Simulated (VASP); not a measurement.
# AlN in VASP: a series of runs

Aim: see how the results for AlN move with the level of theory and the settings. Levels: r2SCAN, PBE. Tasks: single point.

All numbers are computed with VASP 6.6.1; they aren't measurements. Logs are shortened: lines on timing, memory, paths and dates and some standing lists are left out, and cuts for length are marked.

### 1 The cell of the first run

Symmetry: P6_3mc, No. 186, hexagonal system. Conventional cell: a = 3.013 Å, b = 3.013 Å, c = 5.055 Å, α = 90.00°, β = 90.00°, γ = 120.00°. Al (site symmetry 3m) has 4 N at 1.85 to 1.89 Å within 2.5 Å. N (site symmetry 3m) has 4 Al at 1.85 to 1.89 Å within 2.5 Å.

### 2 Single point, r2SCAN (epitaxial xy strain -3.0%)

Input file POSCAR:

```
AlN
1.0
    3.0134929473      0.0000000000      0.0000000000
   -1.5067464737      2.6097614465      0.0000000000
    0.0000000000      0.0000000000      5.0552598136
Al N
2 2
Direct
    0.3333333333      0.6666666667      0.0007001095
    0.6666666667      0.3333333333      0.5007001095
    0.3333333333      0.6666666667      0.3742998905
    0.6666666667      0.3333333333      0.8742998905
```

Input file INCAR.step1:

```
  ALGO = Normal
  EDIFF = 1E-4
  ENCUT = 520
  GGA = PE
  ISMEAR = 0
  LASPH = True
  LCHARG = False
  LREAL = False
  LWAVE = True
  NBANDS = 16
  NELM = 60
  PREC = Accurate
  SIGMA = 0.01
```

Input file INCAR.step2:

```
  ALGO = Normal
  EDIFF = 1E-6
  ENCUT = 520
  ISIF = 2
  ISMEAR = 0
  ISTART = 1
  LASPH = True
  LCHARG = False
  LMIXTAU = True
  LREAL = False
  LWAVE = False
  METAGGA = R2SCAN
  NBANDS = 16
  NELM = 60
  PREC = Accurate
  SIGMA = 0.01
```

Input file KPOINTS:

```
k-points
0
Gamma
  12 12 6
```

Potentials or basis: VASP PAW PBE potentials, release 64 (Al, N).

The run is started by

```bash
> cat potpaw_PBE.64/Al/POTCAR potpaw_PBE.64/N/POTCAR > POTCAR
> cp INCAR.step1 INCAR
> mpirun -np 1 vasp_std > vasp.out
> cp INCAR.step2 INCAR
> mpirun -np 1 vasp_std > vasp.out
```

OUTCAR:

```text
EDIFF = 1E-6
   ENCUT = 520
   ISIF = 2
   ISMEAR = 0
   ISTART = 1
   LASPH = True
   LREAL = False
   METAGGA = R2SCAN
   NELM = 60
   PREC = Accurate

 ion  position               nearest neighbor table
   1  0.333  0.667  0.001-   4 1.85   4 1.85   4 1.85   3 1.89   2 3.07   2 3.07   2 3.07   2 3.07
                             2 3.07   2 3.07
   2  0.667  0.333  0.501-   3 1.85   3 1.85   3 1.85   4 1.89   1 3.07   1 3.07   1 3.07   1 3.07
                             1 3.07   1 3.07
   3  0.333  0.667  0.374-   2 1.85   2 1.85   2 1.85   1 1.89
   4  0.667  0.333  0.874-   1 1.85   1 1.85   1 1.85   2 1.89

  LATTYP: Found a hexagonal cell.
 ALAT       =     3.0134929473
 C/A-ratio  =     1.6775416110

  Lattice vectors:

 A1 = (   3.0134929473,   0.0000000000,   0.0000000000)
 A2 = (  -1.5067464737,   2.6097614465,   0.0000000000)
 A3 = (   0.0000000000,   0.0000000000,   5.0552598136)

Analysis of symmetry for initial positions (statically):
=====================================================================
 Subroutine PRICEL returns:
 Original cell was already a primitive cell.

 Routine SETGRP: Setting up the symmetry group for a
 hexagonal supercell.

 Subroutine GETGRP returns: Found 12 space group operations
 (whereof  6 operations were pure point group operations)
 out of a pool of 24 trial point group operations.

The static configuration has the point symmetry C_3v.
 The point group associated with its full space group is C_6v.

Analysis of symmetry for dynamics (positions and initial velocities):
=====================================================================
 Subroutine PRICEL returns:
 Original cell was already a primitive cell.

 Routine SETGRP: Setting up the symmetry group for a
 hexagonal supercell.

 Subroutine GETGRP returns: Found 12 space group operations
 (whereof  6 operations were pure point group operations)
 out of a pool of 24 trial point group operations.

The dynamic configuration has the point symmetry C_3v.
 The point group associated with its full space group is C_6v.

 Subroutine INISYM returns: Found 12 space group operations
 (whereof  6 operations are pure point group operations),
 and found     1 'primitive' translations

----------------------------------------------------------------------------------------

                                     Primitive cell

  volume of cell :      39.7571

  direct lattice vectors                    reciprocal lattice vectors
     3.013492947  0.000000000  0.000000000     0.331840830  0.191588392  0.000000000
    -1.506746474  2.609761446  0.000000000     0.000000000  0.383176785  0.000000000
     0.000000000  0.000000000  5.055259814     0.000000000  0.000000000  0.197813770

  length of vectors
     3.013492947  3.013492947  5.055259814     0.383176785  0.383176785  0.197813770

  position of ions in fractional coordinates (direct lattice)
     0.333333333  0.666666667  0.000700110
     0.666666667  0.333333333  0.500700110
     0.333333333  0.666666667  0.374299890
     0.666666667  0.333333333  0.874299890

  ion indices of the primitive-cell ions
   primitive index   ion index
                 1           1
                 2           2
                 3           3
                 4           4

----------------------------------------------------------------------------------------

 KPOINTS: k-points

Automatic generation of k-mesh.
 Grid dimensions read from file:
 generate k-points for:   12   12    6

 Generating k-lattice:

  Cartesian coordinates                     Fractional coordinates (reciprocal lattice)
     0.027653402  0.015965699  0.000000000     0.083333333  0.000000000  0.000000000
     0.000000000  0.031931399  0.000000000     0.000000000  0.083333333  0.000000000
     0.000000000  0.000000000  0.032968962     0.000000000  0.000000000  0.166666667

  Length of vectors
     0.031931399  0.031931399  0.032968962

  Shift w.r.t. Gamma in fractional coordinates (k-lattice)
     0.000000000  0.000000000  0.000000000

 Subroutine IBZKPT returns following result:
 ===========================================

 Found     76 irreducible k-points:

 Following reciprocal coordinates:
            Coordinates               Weight
  0.000000  0.000000  0.000000      1.000000
  0.083333  0.000000  0.000000      6.000000
  0.166667  0.000000  0.000000      6.000000
  0.250000  0.000000  0.000000      6.000000
  0.333333  0.000000  0.000000      6.000000
  0.416667 -0.000000  0.000000      6.000000
[... 16 lines left out ...]
  0.250000  0.000000  0.166667     12.000000
  0.333333  0.000000  0.166667     12.000000
 [... further k-points ...]
   k-points           NKPTS =     76   k-points in BZ     NKDIM =     76   number of bands    NBANDS=     16
   number of dos      NEDOS =    301   number of ions     NIONS =      4
   total plane-waves  NPLWV =  23040
   dimension x,y,z NGX =    24 NGY =   24 NGZ =   40
   dimension x,y,z NGXF=    48 NGYF=   48 NGZF=   80
   ions per type =               2   2
   NGX,Y,Z   is equivalent  to a cutoff of  13.24, 13.24, 13.15 a.u.
   NGXF,Y,Z  is equivalent  to a cutoff of  26.48, 26.48, 26.31 a.u.
 SYSTEM =  unknown system
   PREC   = accura    normal or accurate (medium, high low for compatibility)
   ISTART =      1    job   : 0-new  1-cont  2-samecut
   ICHARG =      0    charge: 1-file 2-atom 10-const
   ISPIN  =      1    spin polarized calculation?
   LNONCOLLINEAR =      F non collinear calculations
   LSORBIT =      F    spin-orbit coupling
   LASPH  =      T    aspherical Exc in radial PAW
   ENCUT  =  520.0 eV  38.22 Ry    6.18 a.u.   5.60  5.60  9.40*2*pi/ulx,y,z
   NELM   =     60;   NELMIN=  2; NELMDL=  0     # of ELM steps
   EDIFF  = 0.1E-05   stopping-criterion for ELM
   LREAL  =      F    real-space projection
   EDIFFG = 0.1E-04   stopping-criterion for IOM
   NSW    =      0    number of steps for IOM
   IBRION =     -1    ionic relax: 0-MD 1-quasi-New 2-CG
   NFREE  =      0    steps in history (QN), initial steepest desc. (CG)
   ISIF   =      2    stress and relaxation
   ISYM   =      2    0-nonsym 1-usesym 2-fastsym
   POTIM  = 0.5000    time-step for ionic-motion
   TEBEG  =    0.0;   TEEND  =   0.0 temperature during run
   PSTRESS=    0.0 pullay stress
   NELECT =      16.0000    total number of electrons
   NUPDOWN=      -1.0000    fix difference up-down
   EMIN   =  10.00;   EMAX   =-10.00  energy-range for DOS
   EFERMI =   0.00;   METHOD = LEGACY
   ISMEAR =     0;   SIGMA  =   0.01  broadening in eV -4-tet -1-fermi 0-gaus
   EFERMI_NEDOS =   21; number of points for ismear=-14 and -15
   IALGO  =     38    algorithm
   IMIX   =      4    mixing-type and parameters
     AMIX     =   0.40;   BMIX     =  1.00
     AMIX_MAG =   1.60;   BMIX_MAG =  1.00
  volume/ion in A,a.u.               =       9.94        67.07
  Fermi-wavevector in a.u.,A,eV,Ry     =   1.208676  2.284067 19.876729  1.460898
  Thomas-Fermi vector in A             =   2.344277
   LORBIT       =      0    0 simple, 1 ext, 2 COOP (PROOUT), +10 PAW based schemes
   METAGGA = R2SCAN    functional components
   LHFCALC =     F    Hartree Fock is set to
   AEXX    =    0.0000 exact exchange contribution
   IVDW    =     0    specifies the selected vdW correction
   LEPSILON=     F    determine dielectric tensor
   LRPA    =     F    only Hartree local field effects (RPA)
 non-spin polarized calculation
 Gauss-broadening in eV      SIGMA  =   0.01
  energy-cutoff  :      520.00
  volume of cell :       39.76
 maximum number of plane-waves:      1099
 NGX is ok and might be reduce to    24
   NGX = 11   NGY = 11   NGZ = 19

 number of electron      16.0000004 magnetization

 Free energy of the ion-electron system (eV)
  ---------------------------------------------------
  ext. energy  EPLUGINS =         0.00000000
  ---------------------------------------------------
  free energy    TOTEN  =       -38.33527870 eV

  energy without entropy =      -38.33527870  energy(sigma->0) =      -38.33527870

 E-fermi :   6.3100     XC(G=0): -11.6268

 val. band max:        6.2668513233   @ k =   0.0000   0.0000   0.0000
 cond. band min:      11.6075107097   @ k =   0.0000   0.0000   0.0000
 fundamental gap:      5.3406593864
 Fermi energy:         6.3100375506

 k-point     1 :       0.0000    0.0000    0.0000
  band No.  band energies     occupation
      1      -9.8927      2.00000
      2      -7.8233      2.00000
      3      -0.0949      2.00000
      4       5.7235      2.00000
      5       5.7235      2.00000
      6       6.0457      2.00000
[... 8 lines left out ...]
     15      21.2666      0.00000
     16      21.2666      0.00000

 k-point     2 :       0.0833    0.0000    0.0000
  band No.  band energies     occupation
      1      -9.7946      2.00000
      2      -7.7616      2.00000
      3       0.0220      2.00000
      4       5.2810      2.00000
      5       5.5979      2.00000
      6       5.8438      2.00000
[... 8 lines left out ...]
     15      20.9831      0.00000
     16      21.2318      0.00000

 k-point     3 :       0.1667    0.0000    0.0000
  band No.  band energies     occupation
      1      -9.5092      2.00000
      2      -7.5913      2.00000
      3       0.3662      2.00000
      4       4.1890      2.00000
      5       4.9070      2.00000
      6       5.3044      2.00000
[... 8 lines left out ...]
     15      20.3258      0.00000
     16      20.5107      0.00000

 k-point     4 :       0.2500    0.0000    0.0000
  band No.  band energies     occupation
      1      -9.0660      2.00000
      2      -7.3582      2.00000
      3       0.9167      2.00000
      4       2.8984      2.00000
      5       3.8374      2.00000
      6       4.9673      2.00000
[... 8 lines left out ...]
     15      19.7895      0.00000
     16      21.5212      0.00000

 k-point     5 :       0.3333    0.0000    0.0000
  band No.  band energies     occupation
      1      -8.5253      2.00000
      2      -7.1456      2.00000
      3       1.6266      2.00000
      4       1.7404      2.00000
      5       2.8616      2.00000
      6       4.6734      2.00000
[... 8 lines left out ...]
     15      19.7715      0.00000
     16      22.7171      0.00000

 k-point     6 :       0.4167   -0.0000    0.0000
  band No.  band energies     occupation
      1      -8.0026      2.00000
      2      -7.0553      2.00000
      3       0.9415      2.00000
      4       2.1516      2.00000
      5       2.3977      2.00000
      6       4.4775      2.00000
[... 8 lines left out ...]
     15      20.3597      0.00000
     16      23.0759      0.00000
[... 267 lines left out ...]
 k-point    21 :       0.0833    0.0000    0.1667
  band No.  band energies     occupation
      1      -9.6914      2.00000
      2      -7.9513      2.00000
      3       0.3814      2.00000
      4       5.2342      2.00000
      5       5.3817      2.00000
      6       5.6384      2.00000
[... 8 lines left out ...]
     15      20.7323      0.00000
     16      20.9352      0.00000

 k-point    22 :       0.1667    0.0000    0.1667
  band No.  band energies     occupation
      1      -9.4100      2.00000
      2      -7.7654      2.00000
      3       0.6802      2.00000
      4       4.2225      2.00000
      5       4.6518      2.00000
      6       5.3558      2.00000
[... 8 lines left out ...]
     15      20.4404      0.00000
     16      20.8377      0.00000

 k-point    23 :       0.2500    0.0000    0.1667
  band No.  band energies     occupation
      1      -8.9743      2.00000
      2      -7.5054      2.00000
      3       1.1078      2.00000
      4       3.0183      2.00000
      5       3.6579      2.00000
      6       5.0280      2.00000
[... 8 lines left out ...]
     15      20.1834      0.00000
     16      21.5356      0.00000

 k-point    24 :       0.3333    0.0000    0.1667
  band No.  band energies     occupation
      1      -8.4458      2.00000
      2      -7.2542      2.00000
      3       1.2822      2.00000
      4       2.2144      2.00000
      5       2.8180      2.00000
      6       4.7403      2.00000
[... 8 lines left out ...]
     15      20.2150      0.00000
     16      22.5586      0.00000

 [... further k-points ...]
[... 5 lines left out ...]
  --------------------------------------------------------------------------------------
  -------------------------------------------------------------------------------------
  Total        4.0326406      4.0326406     -0.1126399     -0.0000000      0.0000000      0.0000000
  in kB      162.5120717    162.5120717     -4.5392951     -0.0000000      0.0000000      0.0000000
  external PRESSURE =     106.8282827 kB  Pullay stress =       0.0000000 kB

 VOLUME and BASIS-vectors are now :
 -----------------------------------------------------------------------------
  energy-cutoff  :      520.00
  volume of cell :       39.76
      direct lattice vectors                 reciprocal lattice vectors
     3.013492947  0.000000000  0.000000000     0.331840830  0.191588392  0.000000000
    -1.506746474  2.609761446  0.000000000     0.000000000  0.383176785  0.000000000
     0.000000000  0.000000000  5.055259814     0.000000000  0.000000000  0.197813770

 POSITION                                       TOTAL-FORCE (eV/Angst)
 -----------------------------------------------------------------------------------
     -0.00000      1.73984      0.00354         0.000000     -0.000000      0.001251
      1.50675      0.86992      2.53117        -0.000000      0.000000      0.001251
     -0.00000      1.73984      1.89218         0.000000     -0.000000     -0.001251
      1.50675      0.86992      4.41981         0.000000     -0.000000     -0.001251
 -----------------------------------------------------------------------------------
    total drift:                               -0.000000      0.000000     -0.025475

  FREE ENERGIE OF THE ION-ELECTRON SYSTEM (eV)
  ---------------------------------------------------
  free  energy   TOTEN  =       -38.3352787003 eV

  energy  without entropy=      -38.3352787003  energy(sigma->0) =      -38.33527870
```

Run time: 2.1 min. Hardware: 1 thread of AMD EPYC 7R13 (Zen 3), shared host; peak memory 0.15 GiB.

What came out:

* Free energy: -38.3353 eV
* Pressure: 10.7 GPa
* Band gap on the k mesh: 5.34 eV, direct

Levels at points of the mesh, in eV from the valence-band top:
```csv
k point,band 6,band 7,band 8,band 9,band 10,band 11
"(0.00, 0.00, 0.00)",-0.22,0.00,0.00,5.34,8.51,11.77
"(0.50, 0.00, 0.00)",-1.86,-1.83,-0.59,6.26,7.04,9.60
"(0.00, 0.00, 0.50)",-0.28,-0.28,-0.28,7.90,7.90,11.58
"(0.50, 0.00, 0.50)",-1.53,-1.28,-1.28,6.05,6.05,10.54
```

Caveat: the cell differs from its parent crystal (epitaxial xy strain -3.0%); the PAW data sets were made with another functional, which shifts forces and pressure a little. A k mesh can miss the band edges.

(Part 1 of 3 ends here.)
